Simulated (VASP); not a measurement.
Input of a VASP 6.6.1 run:

File POSCAR:

```
Si
1.0
    3.9037903638      0.0000000000      0.0000000000
   -1.9518951819      3.3187215334      0.0000000000
    0.0000000000      0.0000000000      6.3412168871
Si
4
Direct
    0.3324867256      0.6649734512     -0.0000249557
    0.6675132744      0.3350265488      0.4999750443
    0.3324867256      0.6649734512      0.3750249557
    0.6675132744      0.3350265488      0.8750249557
```

The input INCAR.step1:

```
PREC = Accurate
ENCUT = 520
EDIFF = 1E-5
ISMEAR = 0
SIGMA = 0.01
LREAL = False
LASPH = True
NELM = 80
ALGO = Normal
ISIF = 2
LWAVE = True
GGA = PE
NBANDS = 16
KPAR = 2
```

The input INCAR.step2:

```
PREC = Accurate
ENCUT = 520
EDIFF = 1E-6
ISMEAR = 0
SIGMA = 0.01
LREAL = False
LASPH = True
NELM = 80
ALGO = Normal
ISIF = 2
LWAVE = False
LCHARG = True
GGA = PE
LHFCALC = True
HFSCREEN = 0.2079
PRECFOCK = Normal
LVHAR = True
ISTART = 1
NBANDS = 16
KPAR = 2
```

The input KPOINTS:

```
Automatic mesh
0
Gamma
  6 6 4
```

Potentials or basis: VASP PAW PBE potentials, release 64 (Si).

Launch:

```console
$ cat potpaw_PBE.64/Si/POTCAR > POTCAR
$ cp INCAR.step1 INCAR
$ mpirun -np 2 vasp_std > vasp.out
$ cp INCAR.step2 INCAR
$ mpirun -np 2 vasp_std > vasp.out
```

(1) Estimate the pressure.

(2) What does it give for the band gap on the k mesh?

(3) What does it give for the largest force?

Answers

(1) -2.2 GPa.

(2) 0.77 eV (least direct gap 1.46 eV).

(3) 0.020 eV/Å.

Caveat: the cell differs from its parent crystal (uniaxial x strain +1.9%); the PAW data sets were made with another functional, which shifts forces and pressure a little.
